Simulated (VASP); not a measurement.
# Pt (Pm-3m) in VASP: single point with r2SCAN

Aim: the single point of Pt with r2SCAN.

Everything below comes from runs of VASP 6.6.1. Logs are shortened: lines on timing, memory, paths and dates and some standing lists are left out, and cuts for length are marked.

## (1) The cell of the first run

Symmetry: Pm-3m, No. 221, cubic system. The conventional cell has a = 2.482 Å, b = 2.482 Å, c = 2.482 Å, α = 90.00°, β = 90.00°, γ = 90.00°. Within 3.3 Å of Pt (site symmetry m-3m) lie 6 Pt at 2.48 Å.

This isn't the form of Pt at room conditions, which is fcc.

## (2) Single point, r2SCAN

The input, POSCAR:

```
Pt
1.0
   -0.8273945133      1.6547890265      1.6547890265
    1.6547890265     -0.8273945133      1.6547890265
    1.6547890265      1.6547890265     -0.8273945133
Pt
1
Direct
    0.0000000000      0.0000000000      0.0000000000
```

The input, INCAR.step1:

```
PREC = Accurate
ENCUT = 550
ISMEAR = 0
SIGMA = 0.15
LREAL = False
LASPH = True
NELM = 120
NBANDS = 11
GGA = PE
ALGO = Normal
EDIFF = 1E-5
LWAVE = True
LCHARG = False
GGA_COMPAT = False
```

The input, INCAR.step2:

```
PREC = Accurate
ENCUT = 550
EDIFF = 1E-6
ISMEAR = 0
SIGMA = 0.15
LREAL = False
LASPH = True
NELM = 120
ALGO = Normal
ISIF = 2
LWAVE = False
LCHARG = True
METAGGA = R2SCAN
LMIXTAU = True
LELF = True
LVHAR = True
NBANDS = 11
ISTART = 1
GGA_COMPAT = False
```

The input, KPOINTS:

```
regular mesh
0
Gamma
  28 28 28
```

Potentials or basis: VASP PAW PBE potentials, release 64 (Pt).

On the command line:

```bash
> cat potpaw_PBE.64/Pt/POTCAR > POTCAR
> cp INCAR.step1 INCAR
> mpirun -np 1 vasp_std > vasp.out
> cp INCAR.step2 INCAR
> mpirun -np 1 vasp_std > vasp.out
```

OUTCAR:

```text
PREC = Accurate
   ENCUT = 550
   EDIFF = 1E-6
   ISMEAR = 0
   LREAL = False
   LASPH = True
   NELM = 120
   ISIF = 2
   METAGGA = R2SCAN
   ISTART = 1

 ion  position               nearest neighbor table
   1  0.000  0.000  0.000-

  LATTYP: Found a simple cubic cell.
 ALAT       =     2.4821835398

  Lattice vectors:

 A1 = (  -0.8273945133,   1.6547890265,   1.6547890265)
 A2 = (   1.6547890265,  -0.8273945133,   1.6547890265)
 A3 = (   1.6547890265,   1.6547890265,  -0.8273945133)

Analysis of symmetry for initial positions (statically):
=====================================================================
 Subroutine PRICEL returns:
 Original cell was already a primitive cell.

 Routine SETGRP: Setting up the symmetry group for a
 simple cubic supercell.

 Subroutine GETGRP returns: Found 48 space group operations
 (whereof 48 operations were pure point group operations)
 out of a pool of 48 trial point group operations.

The static configuration has the point symmetry O_h .

Analysis of symmetry for dynamics (positions and initial velocities):
=====================================================================
 Subroutine PRICEL returns:
 Original cell was already a primitive cell.

 Routine SETGRP: Setting up the symmetry group for a
 simple cubic supercell.

 Subroutine GETGRP returns: Found 48 space group operations
 (whereof 48 operations were pure point group operations)
 out of a pool of 48 trial point group operations.

The dynamic configuration has the point symmetry O_h .

 Subroutine INISYM returns: Found 48 space group operations
 (whereof 48 operations are pure point group operations),
 and found     1 'primitive' translations

----------------------------------------------------------------------------------------

                                     Primitive cell

  volume of cell :      15.2933

  direct lattice vectors                    reciprocal lattice vectors
    -0.827394513  1.654789027  1.654789027    -0.134290365  0.268580730  0.268580730
     1.654789027 -0.827394513  1.654789027     0.268580730 -0.134290365  0.268580730
     1.654789027  1.654789027 -0.827394513     0.268580730  0.268580730 -0.134290365

  length of vectors
     2.482183540  2.482183540  2.482183540     0.402871095  0.402871095  0.402871095

  position of ions in fractional coordinates (direct lattice)
     0.000000000  0.000000000  0.000000000

  ion indices of the primitive-cell ions
   primitive index   ion index
                 1           1

----------------------------------------------------------------------------------------

 KPOINTS: regular mesh

Automatic generation of k-mesh.
 Grid dimensions read from file:
 generate k-points for:   28   28   28

 Generating k-lattice:

  Cartesian coordinates                     Fractional coordinates (reciprocal lattice)
    -0.004796084  0.009592169  0.009592169     0.035714286  0.000000000 -0.000000000
     0.009592169 -0.004796084  0.009592169     0.000000000  0.035714286 -0.000000000
     0.009592169  0.009592169 -0.004796084    -0.000000000 -0.000000000  0.035714286

  Length of vectors
     0.014388253  0.014388253  0.014388253

  Shift w.r.t. Gamma in fractional coordinates (k-lattice)
     0.000000000  0.000000000  0.000000000

 Subroutine IBZKPT returns following result:
 ===========================================

 Found    680 irreducible k-points:

 Following reciprocal coordinates:
            Coordinates               Weight
  0.000000  0.000000  0.000000      1.000000
  0.035714 -0.000000 -0.000000      6.000000
  0.071429 -0.000000 -0.000000      6.000000
  0.107143 -0.000000 -0.000000      6.000000
  0.142857 -0.000000 -0.000000      6.000000
  0.178571  0.000000  0.000000      6.000000
[... 16 lines left out ...]
  0.285714  0.035714  0.000000     24.000000
  0.321429  0.035714 -0.000000     24.000000
 [... further k-points ...]
   k-points           NKPTS =    680   k-points in BZ     NKDIM =    680   number of bands    NBANDS=     11
   number of dos      NEDOS =    301   number of ions     NIONS =      1
   total plane-waves  NPLWV =   8000
   dimension x,y,z NGX =    20 NGY =   20 NGZ =   20
   dimension x,y,z NGXF=    40 NGYF=   40 NGZF=   40
   ions per type =               1
   NGX,Y,Z   is equivalent  to a cutoff of  13.40, 13.40, 13.40 a.u.
   NGXF,Y,Z  is equivalent  to a cutoff of  26.79, 26.79, 26.79 a.u.
 SYSTEM =  unknown system
   PREC   = accura    normal or accurate (medium, high low for compatibility)
   ISTART =      1    job   : 0-new  1-cont  2-samecut
   ICHARG =      0    charge: 1-file 2-atom 10-const
   ISPIN  =      1    spin polarized calculation?
   LNONCOLLINEAR =      F non collinear calculations
   LSORBIT =      F    spin-orbit coupling
   LASPH  =      T    aspherical Exc in radial PAW
   ENCUT  =  550.0 eV  40.42 Ry    6.36 a.u.   4.75  4.75  4.75*2*pi/ulx,y,z
   NELM   =    120;   NELMIN=  2; NELMDL=  0     # of ELM steps
   EDIFF  = 0.1E-05   stopping-criterion for ELM
   LREAL  =      F    real-space projection
   EDIFFG = 0.1E-04   stopping-criterion for IOM
   NSW    =      0    number of steps for IOM
   IBRION =     -1    ionic relax: 0-MD 1-quasi-New 2-CG
   NFREE  =      0    steps in history (QN), initial steepest desc. (CG)
   ISIF   =      2    stress and relaxation
   ISYM   =      2    0-nonsym 1-usesym 2-fastsym
   POTIM  = 0.5000    time-step for ionic-motion
   TEBEG  =    0.0;   TEEND  =   0.0 temperature during run
   PSTRESS=    0.0 pullay stress
   NELECT =      10.0000    total number of electrons
   NUPDOWN=      -1.0000    fix difference up-down
   EMIN   =  10.00;   EMAX   =-10.00  energy-range for DOS
   EFERMI =   0.00;   METHOD = LEGACY
   ISMEAR =     0;   SIGMA  =   0.15  broadening in eV -4-tet -1-fermi 0-gaus
   EFERMI_NEDOS =   21; number of points for ismear=-14 and -15
   IALGO  =     38    algorithm
   IMIX   =      4    mixing-type and parameters
     AMIX     =   0.40;   BMIX     =  1.00
     AMIX_MAG =   1.60;   BMIX_MAG =  1.00
  volume/ion in A,a.u.               =      15.29       103.20
  Fermi-wavevector in a.u.,A,eV,Ry     =   1.420935  2.685178 27.470936  2.019057
  Thomas-Fermi vector in A             =   2.541798
   LORBIT       =      0    0 simple, 1 ext, 2 COOP (PROOUT), +10 PAW based schemes
   METAGGA = R2SCAN    functional components
   LHFCALC =     F    Hartree Fock is set to
   AEXX    =    0.0000 exact exchange contribution
   IVDW    =     0    specifies the selected vdW correction
   LEPSILON=     F    determine dielectric tensor
   LRPA    =     F    only Hartree local field effects (RPA)
 non-spin polarized calculation
 Gauss-broadening in eV      SIGMA  =   0.15
  energy-cutoff  :      550.00
  volume of cell :       15.29
 maximum number of plane-waves:       468
 NGX is ok and might be reduce to    20
   NGX =  9   NGY =  9   NGZ =  9

 number of electron      10.0000001 magnetization

 Free energy of the ion-electron system (eV)
  ---------------------------------------------------
  ext. energy  EPLUGINS =         0.00000000
  ---------------------------------------------------
  free energy    TOTEN  =       -50.79289671 eV

  energy without entropy =      -50.78149925  energy(sigma->0) =      -50.78719798

 E-fermi :  10.8499     XC(G=0): -14.2725

 val. band max:       10.8467908671   @ k =   0.3571   0.2857   0.0714
 cond. band min:      10.8503293586   @ k =   0.0714   0.0714   0.0714
 fundamental gap:      0.0035384914
 Fermi energy:        10.8499088413

 k-point     1 :       0.0000    0.0000    0.0000
  band No.  band energies     occupation
      1       0.6274      2.00000
      2       3.4284      2.00000
      3       3.4284      2.00000
      4      11.2678      0.00008
      5      11.2678      0.00008
      6      11.2678      0.00008
      7      27.7015      0.00000
      8      27.7015      0.00000
      9      27.7015      0.00000
     10      34.8887      0.00000
     11      37.7173      0.00000

 k-point     2 :       0.0357   -0.0000   -0.0000
  band No.  band energies     occupation
      1       0.6720      2.00000
      2       3.4373      2.00000
      3       3.4715      2.00000
      4      11.2204      0.00048
      5      11.2204      0.00048
      6      11.2714      0.00007
      7      27.4038      0.00000
      8      27.7840      0.00000
      9      27.7840      0.00000
     10      35.1098      0.00000
     11      37.2399      0.00000

 k-point     3 :       0.0714   -0.0000   -0.0000
  band No.  band energies     occupation
      1       0.8022      2.00000
      2       3.4635      2.00000
      3       3.6025      2.00000
      4      11.0828      0.02812
      5      11.0828      0.02812
      6      11.2820      0.00005
      7      26.6369      0.00000
      8      28.0258      0.00000
      9      28.0258      0.00000
     10      35.5750      0.00000
     11      36.2610      0.00000

 k-point     4 :       0.1071   -0.0000   -0.0000
  band No.  band energies     occupation
      1       1.0072      2.00000
      2       3.5061      2.00000
      3       3.8263      2.00000
      4      10.8680      0.86436
      5      10.8680      0.86436
      6      11.2992      0.00002
      7      25.6180      0.00000
      8      28.4111      0.00000
      9      28.4111      0.00000
     10      35.1741      0.00000
     11      35.9576      0.00000

 k-point     5 :       0.1429   -0.0000   -0.0000
  band No.  band energies     occupation
      1       1.2700      2.00000
      2       3.5633      2.00000
      3       4.1498      2.00000
      4      10.5944      1.98399
      5      10.5944      1.98399
      6      11.3222      0.00001
      7      24.4969      0.00000
      8      28.9165      0.00000
      9      28.9165      0.00000
     10      34.0969      0.00000
     11      36.1559      0.00000
[... 211 lines left out ...]
 k-point    21 :       0.2143    0.0357   -0.0000
  band No.  band energies     occupation
      1       1.9354      2.00000
      2       3.7459      2.00000
      3       5.1248      2.00000
      4       9.9003      2.00000
      5       9.9574      2.00000
      6      11.3364      0.00000
      7      22.3057      0.00000
      8      29.7732      0.00000
      9      30.2676      0.00000
     10      32.2485      0.00000
     11      36.4147      0.00000

 k-point    22 :       0.2500    0.0357    0.0000
  band No.  band energies     occupation
      1       2.2541      2.00000
      2       3.8302      2.00000
      3       5.7523      2.00000
      4       9.5749      2.00000
      5       9.6285      2.00000
      6      11.3695      0.00000
      7      21.2352      0.00000
      8      30.3359      0.00000
      9      30.9727      0.00000
     10      31.4907      0.00000
     11      36.2242      0.00000

 k-point    23 :       0.2857    0.0357    0.0000
  band No.  band energies     occupation
      1       2.5613      2.00000
      2       3.9160      2.00000
      3       6.4504      2.00000
      4       9.2736      2.00000
      5       9.3154      2.00000
      6      11.4029      0.00000
      7      20.2319      0.00000
      8      30.3375      0.00000
      9      31.3889      0.00000
     10      31.6913      0.00000
     11      35.8530      0.00000

 k-point    24 :       0.3214    0.0357   -0.0000
  band No.  band energies     occupation
      1       2.8474      2.00000
      2       3.9991      2.00000
      3       7.1747      2.00000
      4       9.0233      2.00000
      5       9.0310      2.00000
      6      11.4347      0.00000
      7      19.3109      0.00000
      8      29.7902      0.00000
      9      31.9066      0.00000
     10      32.3982      0.00000
     11      35.3015      0.00000

 [... further k-points ...]

------------------------ aborting loop because EDIFF is reached ----------------------------------------

  FORCE on cell =-STRESS in cart. coord.  units (eV):
  Direction    XX          YY          ZZ          XY          YZ          ZX
  --------------------------------------------------------------------------------------
  -------------------------------------------------------------------------------------
  Total        4.2119490      4.2119490      4.2119490     -0.0000000     -0.0000000     -0.0000000
  in kB      441.2574088    441.2574088    441.2574088     -0.0000000     -0.0000000     -0.0000000
  external PRESSURE =     441.2574088 kB  Pullay stress =       0.0000000 kB

 VOLUME and BASIS-vectors are now :
 -----------------------------------------------------------------------------
  energy-cutoff  :      550.00
  volume of cell :       15.29
      direct lattice vectors                 reciprocal lattice vectors
    -0.827394513  1.654789027  1.654789027    -0.134290365  0.268580730  0.268580730
     1.654789027 -0.827394513  1.654789027     0.268580730 -0.134290365  0.268580730
     1.654789027  1.654789027 -0.827394513     0.268580730  0.268580730 -0.134290365

 POSITION                                       TOTAL-FORCE (eV/Angst)
 -----------------------------------------------------------------------------------
      0.00000      0.00000      0.00000        -0.000000      0.000000      0.000000
 -----------------------------------------------------------------------------------
    total drift:                               -0.000000     -0.000000     -0.000000

  FREE ENERGIE OF THE ION-ELECTRON SYSTEM (eV)
  ---------------------------------------------------
  free  energy   TOTEN  =       -50.7928967082 eV

  energy  without entropy=      -50.7814992493  energy(sigma->0) =      -50.78719798
```

Wall time 3.1 min (1 thread of AMD EPYC 9R45 (Zen 5), shared host); peak memory 0.2 GiB.

What came out:

| Quantity | Value |
| --- | --- |
| Free energy | -50.7929 eV |
| Pressure | 44.1 GPa |
| Band gap on the k mesh | zero (bands 5 and 6 overlap by 4.37 eV) |

Caveat: the cell stands under pressure; the PAW data sets were made with another functional, which shifts forces and pressure a little; spin-orbit coupling is left out, which moves the levels of the heavy elements.
